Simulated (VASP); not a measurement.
# C: single point with r2SCAN

C, a slab with vacuum:

```
C
1.0
     2.45623    0.00000    0.00000
    -1.22811    2.12716    0.00000
     0.00000    0.00000   24.13396
C
4
Direct
  0.00000 0.00000 0.57047
  0.00000 0.00000 0.42953
  0.33333 0.66667 0.42952
  0.66667 0.33333 0.57048
```

```json
{
  "Program": "VASP 6.6.1",
  "Task": "single point",
  "Functional": "r2SCAN",
  "Potentials or basis": "VASP PAW PBE potentials, release 64 (C)",
  "Cutoff": "520 eV",
  "k mesh": "6 × 6 × 1",
  "Occupations": "methfessel-paxton, width 0.1 eV",
  "Spin": "no spin polarisation",
  "Dipole correction": "no",
  "Further INCAR settings": "ALGO = Normal; EDIFF = 1e-06; NBANDS = 16"
}
```

```json
{"Largest force": "0.038 eV/Å", "Band gap on the k mesh": "zero (filled and empty bands touch)"}
```

Forces in eV/Å, atoms in the order of the input:
```
C    0.000  0.000 -0.038
C    0.000  0.000  0.038
C    0.000  0.000 -0.026
C    0.000  0.000  0.026
```

Levels at points of the mesh, in eV from the Fermi level:
```
           k point  band 6  band 7  band 8  band 9  band 10  band 11
(0.00, 0.00, 0.00)   -3.22   -3.21   -3.21    3.76     4.14     4.49
(0.50, 0.00, 0.00)   -6.82   -2.72   -2.37    1.66     2.02     7.68
```

Run time: 92 s on 1 thread of AMD EPYC 7R13 Processor (Zen 3), on a shared host, peak memory 0.21 GiB.

Caveat: the k points lie up to 0.49 Å⁻¹ apart; the PAW data sets were made with another functional, which shifts forces and pressure a little.
